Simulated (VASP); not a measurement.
## Zn: single point with LDA

Zn:

```
Zn
1.0
     2.78508    0.00000    0.00000
    -1.39254    2.41195    0.00000
     0.00000    0.00000    4.51182
Zn
2
Direct
  0.23333 0.61667 0.17500
  0.76667 0.38333 0.82500
```

This cell differs from its parent crystal: shortest bond scaled by 0.7.

| Property | Result |
| --- | --- |
| Program | VASP 6.6.1 |
| Task | single point |
| Functional | LDA |
| Potentials or basis | VASP PAW LDA potentials, release 64 (Zn) |
| Cutoff | 520 eV |
| k mesh | 12 × 12 × 7 |
| Occupations | fermi-dirac, width 0.05 eV |
| Spin | no spin polarisation |
| Dipole correction | no |
| Further INCAR settings | ALGO = Normal; EDIFF = 1e-06; NBANDS = 19 |

```
Pressure               : 20.8 GPa
Largest force          : 7.358 eV/Å
Band gap on the k mesh : zero (band 12 reaches 4.49 eV, above the bottom of band 13 at 1.25 eV)
```

Forces in eV/Å, atoms in the order of the input:
```
Zn   3.052  1.762  6.459
Zn  -3.052 -1.762 -6.459
```

Stress tensor (GPa, compression positive):
```
14.91  7.59 25.10
 7.59  6.15 14.49
25.10 14.49 41.48
```

Levels at points of the mesh, in eV from the Fermi level:
```csv
k point,band 8,band 9,band 10,band 11,band 12,band 13,band 14,band 15,band 16,band 17
"(0.00, 0.00, 0.00)",-7.59,-7.50,-7.38,-7.04,-2.00,-1.66,13.93,14.99,15.37,16.47
"(0.50, 0.00, 0.00)",-7.68,-7.41,-7.28,-3.54,-3.43,3.45,3.73,6.39,6.79,7.61
"(0.00, 0.50, 0.00)",-7.54,-7.43,-7.07,-3.74,-3.11,3.09,4.51,4.89,7.49,8.33
```

It used 70 s of CPU time on 1 thread of Intel Xeon 6975P-C, on a shared host.

Caveat: the cell differs from its parent crystal (shortest bond scaled by 0.7); forces of over 1 eV/Å act on the atoms, so gaps and moduli don't describe the material at rest.
